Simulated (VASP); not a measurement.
# Nb2B (P6/mmm) in VASP: single point with PBE

Aim: the single point of Nb2B with PBE.

Program: VASP 6.6.1. These are calculated values, not measurements. Logs are shortened: lines on timing, memory, paths and dates and some standing lists are left out, and cuts for length are marked.

### Step 1. The cell of the first run

Symmetry: P6/mmm, No. 191, hexagonal system. The conventional cell has a = 4.408 Å, b = 4.408 Å, c = 2.669 Å, α = 90.00°, β = 90.00°, γ = 120.00°. Nb (site symmetry -6m2) has 5 Nb at 2.54 to 2.67 Å and 6 B at 2.87 Å within 3.4 Å. Within 3.5 Å of B (site symmetry 6/mmm) lie 2 B at 2.67 Å and 12 Nb at 2.87 Å.

### Step 2. Single point, PBE

The input, INCAR:

```
SYSTEM = Nb2B
  ALGO = Normal
  EDIFF = 1E-6
  ENCUT = 520
  GGA = PE
  ISIF = 2
  ISMEAR = -1
  LASPH = .True.
  LCHARG = .True.
  LELF = .True.
  LREAL = .False.
  LVHAR = .True.
  LWAVE = .False.
  NBANDS = 22
  NELM = 80
  PREC = Accurate
  SIGMA = 0.05
```

The input, KPOINTS:

```
k-points
0
Gamma
  5 5 7
  0 0 0
```

The input, POSCAR:

```
Nb2B
1.0
    4.4076000000      0.0000000000      0.0000000000
   -2.2038000000      3.8171000000      0.0000000000
    0.0000000000      0.0000000000      2.6685500000
Nb B
2 1
Direct
    0.3333300000      0.6666700000      0.5000000000
    0.6666700000      0.3333300000      0.5000000000
    0.0000000000      0.0000000000      0.0000000000
```

Potentials or basis: VASP PAW PBE potentials, release 64 (Nb_sv, B).

Command:

```sh
> cat potpaw_PBE.64/Nb_sv/POTCAR potpaw_PBE.64/B/POTCAR > POTCAR
> mpirun -np 1 vasp_std > vasp.out
```

OUTCAR:

```text
SYSTEM = Nb2B
   EDIFF = 1E-6
   ENCUT = 520
   GGA = PE
   ISIF = 2
   ISMEAR = -1
   LASPH = .True.
   LREAL = .False.
   NELM = 80
   PREC = Accurate

 ion  position               nearest neighbor table
   1  0.333  0.667  0.500-   2 2.54   2 2.54   2 2.54
   2  0.667  0.333  0.500-   1 2.54   1 2.54   1 2.54
   3  0.000  0.000  0.000-

  LATTYP: Found a hexagonal cell.
 ALAT       =     4.4076000000
 C/A-ratio  =     0.6054428714

  Lattice vectors:

 A1 = (   4.4076000000,   0.0000000000,   0.0000000000)
 A2 = (  -2.2038000000,   3.8171000000,   0.0000000000)
 A3 = (   0.0000000000,   0.0000000000,   2.6685500000)

Analysis of symmetry for initial positions (statically):
=====================================================================
 Subroutine PRICEL returns:
 Original cell was already a primitive cell.

 Routine SETGRP: Setting up the symmetry group for a
 hexagonal supercell.

 Subroutine GETGRP returns: Found  8 space group operations
 (whereof  8 operations were pure point group operations)
 out of a pool of 24 trial point group operations.

The static configuration has the point symmetry D_2h.

Analysis of symmetry for dynamics (positions and initial velocities):
=====================================================================
 Subroutine PRICEL returns:
 Original cell was already a primitive cell.

 Routine SETGRP: Setting up the symmetry group for a
 hexagonal supercell.

 Subroutine GETGRP returns: Found  8 space group operations
 (whereof  8 operations were pure point group operations)
 out of a pool of 24 trial point group operations.

The dynamic configuration has the point symmetry D_2h.

 Subroutine INISYM returns: Found  8 space group operations
 (whereof  8 operations are pure point group operations),
 and found     1 'primitive' translations

----------------------------------------------------------------------------------------

                                     Primitive cell

  volume of cell :      44.8964

  direct lattice vectors                    reciprocal lattice vectors
     4.407600000  0.000000000  0.000000000     0.226880842  0.130989495  0.000000000
    -2.203800000  3.817100000  0.000000000     0.000000000  0.261978989  0.000000000
     0.000000000  0.000000000  2.668550000     0.000000000  0.000000000  0.374735343

  length of vectors
     4.407600000  4.407605569  2.668550000     0.261979320  0.261978989  0.374735343

  position of ions in fractional coordinates (direct lattice)
     0.333330000  0.666670000  0.500000000
     0.666670000  0.333330000  0.500000000
     0.000000000  0.000000000  0.000000000

  ion indices of the primitive-cell ions
   primitive index   ion index
                 1           1
                 2           2
                 3           3

----------------------------------------------------------------------------------------

 KPOINTS: k-points

Automatic generation of k-mesh.
 Grid dimensions read from file:
 generate k-points for:    5    5    7

 Generating k-lattice:

  Cartesian coordinates                     Fractional coordinates (reciprocal lattice)
     0.045376168  0.026197899  0.000000000     0.200000000 -0.000000000  0.000000000
     0.000000000  0.052395798  0.000000000     0.000000000  0.200000000  0.000000000
     0.000000000  0.000000000  0.053533620     0.000000000  0.000000000  0.142857143

  Length of vectors
     0.052395864  0.052395798  0.053533620

  Shift w.r.t. Gamma in fractional coordinates (k-lattice)
     0.000000000  0.000000000  0.000000000

 Subroutine IBZKPT returns following result:
 ===========================================

 Found     36 irreducible k-points:

 Following reciprocal coordinates:
            Coordinates               Weight
  0.000000  0.000000  0.000000      1.000000
  0.200000 -0.000000  0.000000      4.000000
 -0.200000  0.200000  0.000000      2.000000
  0.400000  0.000000  0.000000      4.000000
 -0.400000  0.400000  0.000000      2.000000
  0.200000  0.200000  0.000000      2.000000
[... 16 lines left out ...]
 -0.400000  0.400000  0.285714      4.000000
  0.200000  0.200000  0.285714      4.000000
 [... further k-points ...]
   k-points           NKPTS =     36   k-points in BZ     NKDIM =     36   number of bands    NBANDS=     22
   number of dos      NEDOS =    301   number of ions     NIONS =      3
   total plane-waves  NPLWV =  25920
   dimension x,y,z NGX =    36 NGY =   36 NGZ =   20
   dimension x,y,z NGXF=    72 NGYF=   72 NGZF=   40
   ions per type =               2   1
   NGX,Y,Z   is equivalent  to a cutoff of  13.58, 13.58, 12.46 a.u.
   NGXF,Y,Z  is equivalent  to a cutoff of  27.16, 27.16, 24.92 a.u.
 SYSTEM =  Nb2B
   PREC   = accura    normal or accurate (medium, high low for compatibility)
   ISTART =      0    job   : 0-new  1-cont  2-samecut
   ICHARG =      2    charge: 1-file 2-atom 10-const
   ISPIN  =      1    spin polarized calculation?
   LNONCOLLINEAR =      F non collinear calculations
   LSORBIT =      F    spin-orbit coupling
   LASPH  =      T    aspherical Exc in radial PAW
   ENCUT  =  520.0 eV  38.22 Ry    6.18 a.u.   8.20  8.20  4.96*2*pi/ulx,y,z
   NELM   =     80;   NELMIN=  2; NELMDL= -5     # of ELM steps
   EDIFF  = 0.1E-05   stopping-criterion for ELM
   LREAL  =      F    real-space projection
   EDIFFG = 0.1E-04   stopping-criterion for IOM
   NSW    =      0    number of steps for IOM
   IBRION =     -1    ionic relax: 0-MD 1-quasi-New 2-CG
   NFREE  =      0    steps in history (QN), initial steepest desc. (CG)
   ISIF   =      2    stress and relaxation
   ISYM   =      2    0-nonsym 1-usesym 2-fastsym
   POTIM  = 0.5000    time-step for ionic-motion
   TEBEG  =    0.0;   TEEND  =   0.0 temperature during run
   PSTRESS=    0.0 pullay stress
   NELECT =      29.0000    total number of electrons
   NUPDOWN=      -1.0000    fix difference up-down
   EMIN   =  10.00;   EMAX   =-10.00  energy-range for DOS
   EFERMI =   0.00;   METHOD = LEGACY
   ISMEAR =    -1;   SIGMA  =   0.05  broadening in eV -4-tet -1-fermi 0-gaus
   EFERMI_NEDOS =   21; number of points for ismear=-14 and -15
   IALGO  =     38    algorithm
   IMIX   =      4    mixing-type and parameters
     AMIX     =   0.40;   BMIX     =  1.00
     AMIX_MAG =   1.60;   BMIX_MAG =  1.00
  volume/ion in A,a.u.               =      14.97       100.99
  Fermi-wavevector in a.u.,A,eV,Ry     =   1.415154  2.674254 27.247869  2.002662
  Thomas-Fermi vector in A             =   2.536622
   LORBIT       =      0    0 simple, 1 ext, 2 COOP (PROOUT), +10 PAW based schemes
   GGA     = PE    functional components
   LHFCALC =     F    Hartree Fock is set to
   AEXX    =    0.0000 exact exchange contribution
   IVDW    =     0    specifies the selected vdW correction
   LEPSILON=     F    determine dielectric tensor
   LRPA    =     F    only Hartree local field effects (RPA)
 non-spin polarized calculation
  energy-cutoff  :      520.00
  volume of cell :       44.90
 maximum number of plane-waves:      1228
 NGX is ok and might be reduce to    36
   NGX = 17   NGY = 17   NGZ =  9

 number of electron      29.0000002 magnetization

 Free energy of the ion-electron system (eV)
  ---------------------------------------------------
  ext. energy  EPLUGINS =         0.00000000
  ---------------------------------------------------
  free energy    TOTEN  =       -24.30138306 eV

  energy without entropy =      -24.28731775  energy(sigma->0) =      -24.29435041

 E-fermi :  10.4089     XC(G=0): -12.2045

 val. band max:       10.3388888340   @ k =   0.4000   0.4000   0.2857
 cond. band min:      10.4590531053   @ k =   0.0000   0.0000   0.0000
 fundamental gap:      0.1201642713
 Fermi energy:        10.4088858328

 k-point     1 :       0.0000    0.0000    0.0000
  band No.  band energies     occupation
      1     -44.4865      2.00000
      2     -43.9349      2.00000
      3     -21.1749      2.00000
      4     -21.1746      2.00000
      5     -19.6560      2.00000
      6     -19.6199      2.00000
[... 14 lines left out ...]
     21      15.6918      0.00000
     22      16.2453      0.00000

 k-point     2 :       0.2000   -0.0000    0.0000
  band No.  band energies     occupation
      1     -44.4420      2.00000
      2     -43.9830      2.00000
      3     -21.2278      2.00000
      4     -21.0742      2.00000
      5     -19.7251      2.00000
      6     -19.6255      2.00000
[... 14 lines left out ...]
     21      15.1281      0.00000
     22      15.4030      0.00000

 k-point     3 :      -0.2000    0.2000    0.0000
  band No.  band energies     occupation
      1     -44.4420      2.00000
      2     -43.9830      2.00000
      3     -21.2279      2.00000
      4     -21.0740      2.00000
      5     -19.7252      2.00000
      6     -19.6255      2.00000
[... 14 lines left out ...]
     21      15.1281      0.00000
     22      15.4032      0.00000

 k-point     4 :       0.4000    0.0000    0.0000
  band No.  band energies     occupation
      1     -44.3374      2.00000
      2     -44.0934      2.00000
      3     -21.3059      2.00000
      4     -20.8690      2.00000
      5     -19.9369      2.00000
      6     -19.5543      2.00000
[... 14 lines left out ...]
     21      15.7098      0.00000
     22      16.7111      0.00000

 k-point     5 :      -0.4000    0.4000    0.0000
  band No.  band energies     occupation
      1     -44.3374      2.00000
      2     -44.0934      2.00000
      3     -21.3060      2.00000
      4     -20.8688      2.00000
      5     -19.9369      2.00000
      6     -19.5544      2.00000
[... 14 lines left out ...]
     21      15.7099      0.00000
     22      16.7111      0.00000

 k-point     6 :       0.2000    0.2000    0.0000
  band No.  band energies     occupation
      1     -44.3635      2.00000
      2     -44.0662      2.00000
      3     -21.3181      2.00000
      4     -20.8649      2.00000
      5     -19.9393      2.00000
      6     -19.5720      2.00000
[... 14 lines left out ...]
     21      15.7254      0.00000
     22      16.2460      0.00000

 k-point     7 :      -0.2000    0.4000    0.0000
  band No.  band energies     occupation
      1     -44.3635      2.00000
      2     -44.0662      2.00000
      3     -21.3182      2.00000
      4     -20.8648      2.00000
      5     -19.9394      2.00000
      6     -19.5721      2.00000
[... 324 lines left out ...]
      6     -20.2861      2.00000
[... 14 lines left out ...]
     21      15.1940      0.00000
     22      15.8923      0.00000

 k-point    21 :      -0.2000    0.2000    0.2857
  band No.  band energies     occupation
      1     -44.3026      2.00000
      2     -43.8524      2.00000
      3     -21.0819      2.00000
      4     -20.9320      2.00000
      5     -20.6981      2.00000
      6     -20.2861      2.00000
[... 14 lines left out ...]
     21      15.1941      0.00000
     22      15.9031      0.00000

 k-point    22 :       0.4000    0.0000    0.2857
  band No.  band energies     occupation
      1     -44.2000      2.00000
      2     -43.9607      2.00000
      3     -21.1556      2.00000
      4     -20.7287      2.00000
      5     -20.6035      2.00000
      6     -20.3821      2.00000
[... 14 lines left out ...]
     21      14.6390      0.00000
     22      14.7026      0.00000

 k-point    23 :      -0.4000    0.4000    0.2857
  band No.  band energies     occupation
      1     -44.2000      2.00000
      2     -43.9606      2.00000
      3     -21.1558      2.00000
      4     -20.7286      2.00000
      5     -20.6035      2.00000
      6     -20.3821      2.00000
[... 14 lines left out ...]
     21      14.6386      0.00000
     22      14.7023      0.00000

 k-point    24 :       0.2000    0.2000    0.2857
  band No.  band energies     occupation
      1     -44.2256      2.00000
      2     -43.9340      2.00000
      3     -21.1667      2.00000
      4     -20.7277      2.00000
      5     -20.6271      2.00000
      6     -20.3583      2.00000
[... 14 lines left out ...]
     21      14.2434      0.00000
     22      15.8569      0.00000

 [... further k-points ...]

------------------------ aborting loop because EDIFF is reached ----------------------------------------

  FORCE on cell =-STRESS in cart. coord.  units (eV):
  Direction    XX          YY          ZZ          XY          YZ          ZX
  --------------------------------------------------------------------------------------
  -------------------------------------------------------------------------------------
  Total        0.2276470      0.2286131     -0.2988112      0.0008360      0.0000000      0.0000000
  in kB        8.1238418      8.1583180    -10.6634163      0.0298335      0.0000000      0.0000000
  external PRESSURE =       1.8729145 kB  Pullay stress =       0.0000000 kB

 VOLUME and BASIS-vectors are now :
 -----------------------------------------------------------------------------
  energy-cutoff  :      520.00
  volume of cell :       44.90
      direct lattice vectors                 reciprocal lattice vectors
     4.407600000  0.000000000  0.000000000     0.226880842  0.130989495  0.000000000
    -2.203800000  3.817100000  0.000000000     0.000000000  0.261978989  0.000000000
     0.000000000  0.000000000  2.668550000     0.000000000  0.000000000  0.374735343

 POSITION                                       TOTAL-FORCE (eV/Angst)
 -----------------------------------------------------------------------------------
     -0.00002      2.54475      1.33428         0.000516     -0.000298      0.000000
      2.20382      1.27235      1.33428        -0.000516      0.000298      0.000000
      0.00000      0.00000      0.00000        -0.000000      0.000000      0.000000
 -----------------------------------------------------------------------------------
    total drift:                                0.000000      0.000000      0.000000

  FREE ENERGIE OF THE ION-ELECTRON SYSTEM (eV)
  ---------------------------------------------------
  free  energy   TOTEN  =       -24.3013830629 eV

  energy  without entropy=      -24.2873177546  energy(sigma->0) =      -24.29435041
```

Wall time 24 s (1 thread of AMD EPYC 9R14 (Zen 4), shared host); peak memory 0.15 GiB.

Results:

```yaml
Free_energy: -24.3014 eV
Pressure: 0.2 GPa
```
